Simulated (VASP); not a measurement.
# ZrS: single point with LDA

ZrS:

```
CELL_PARAMETERS angstrom
0.00000 2.71274 2.71274
2.71274 0.00000 2.71274
2.71274 2.71274 0.00000
ATOMIC_POSITIONS crystal
Zr 0.00000 0.00000 0.00000
S 0.50000 0.50000 0.50000
```

```json
{
 "Program": "VASP 6.6.1",
 "Task": "single point",
 "Functional": "LDA",
 "Potentials or basis": "VASP PAW LDA potentials, release 64 (Zr_sv, S)",
 "Cutoff": "520 eV",
 "k mesh": "16 × 16 × 16",
 "Occupations": "gaussian, width 0.15 eV",
 "Spin": "collinear spin, ferromagnetic start",
 "Starting moments": "[0.7, 0.0] μB",
 "Fixed moment": "0.7 μB"
}
```

The pressure is -16.7 GPa and the net moment is 0.70 μB per cell. The site moments are Zr +0.42; S +0.02 μB. The valence electrons inside the program's atomic spheres are Zr 9.72; S 3.71.

It took 2.5 min on 1 thread of AMD EPYC 9R45 96-Core Processor (Zen 5), on a shared host, peak memory 0.25 GiB.

Caveat: the total moment is fixed, so each spin has its own Fermi level.
